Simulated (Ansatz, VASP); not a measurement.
**Two plane-wave programs on CdF2**

```
CELL_PARAMETERS angstrom
0.00000 2.84754 2.79116
2.84754 0.00000 2.79116
2.84754 2.84754 0.00000
ATOMIC_POSITIONS crystal
Cd 0.00000 0.00000 0.00000
F 0.25000 0.25000 0.25000
F 0.75000 0.75000 0.75000
```

Alike in both runs: task single point; functional PBEsol; k mesh 8 × 8 × 8; occupations gaussian, width 0.05 eV; no spin polarisation.

|  | VASP | Ansatz |
| --- | --- | --- |
| version | VASP 6.6.1 | Ansatz 0.2.0 |
| potentials or method | VASP PAW PBE potentials, release 64 (Cd, F), cutoff 520 eV | scalar-relativistic, plane waves, PAW |
| valence electrons in the cell | 26 | 34 |

|  | VASP | Ansatz | Ansatz less VASP |
| --- | --- | --- | --- |
| gap on the k mesh at the Fermi level (eV) | 2.40 | 2.42 | +0.025 |
| least direct gap on the mesh (eV) | 3.00 | 3.02 | +0.029 |
| pressure (GPa) | -11.0 | -11.2 | -0.26 |
| traceless stress, the component that is largest in VASP (GPa) | 1.30 | 1.31 | +0.012 |

VASP's potentials were made for PBE, not for PBEsol. The functional is the same, so the differences come from potentials, cutoffs and numerics. VASP's potentials hold 26 valence electrons a cell and Ansatz's 34, so a difference there can come from the potentials and not from the codes.
